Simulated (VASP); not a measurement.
Write the native input for VASP 6.6.1 that does the following.

* Task: single point
* Functional: PBEsol
* Potentials or basis: VASP PAW PBE potentials, release 64 (Cd, Se)
* Cutoff: 520 eV
* k mesh: 6 × 6 × 6
* Occupations: gaussian, width 0.01 eV
* Spin: no spin polarisation
* Dipole correction: no
* Further INCAR settings: ALGO = Normal; EDIFF = 1e-07; NBANDS = 16

The structure of CdSe lies in POSCAR:

```
CdSe
1.0
    2.9038368515      2.9038368515      0.0000000000
   -2.9038368515      2.9038368515      0.0000000000
    0.0000000000      2.9038368515      2.9038368515
Cd Se
1 1
Direct
    0.0000000000      0.0000000000      0.0000000000
    0.7500000000      0.2500000000      0.5000000000
```

One way to write it, as run:

INCAR

```
SYSTEM = CdSe
  PREC = Accurate
  ENCUT = 520
  EDIFF = 1E-7
  ISMEAR = 0
  SIGMA = 0.01
  LREAL = .False.
  LASPH = .True.
  NELM = 80
  ALGO = Normal
  ISIF = 2
  LWAVE = .False.
  LCHARG = .True.
  GGA = PS
  LELF = .True.
  LVHAR = .True.
  NBANDS = 16
```

KPOINTS

```
Automatic mesh
0
Gamma
  6 6 6
  0 0 0
```

Potentials or basis: VASP PAW PBE potentials, release 64 (Cd, Se).

Command:

```console
$ cat potpaw_PBE.64/Cd/POTCAR potpaw_PBE.64/Se/POTCAR > POTCAR
$ mpirun -np 1 vasp_std > vasp.out
```

Results of the run:

```yaml
Pressure: 10.6 GPa
Band_gap_on_the_k_mesh: 0.75 eV, direct
```

Caveat: the PAW data sets were made with another functional, which shifts forces and pressure a little.

It took 13 s on 1 thread of Intel(R) Xeon(R) 6975P-C (Granite Rapids), with other jobs on the host, peak memory 0.17 GiB.
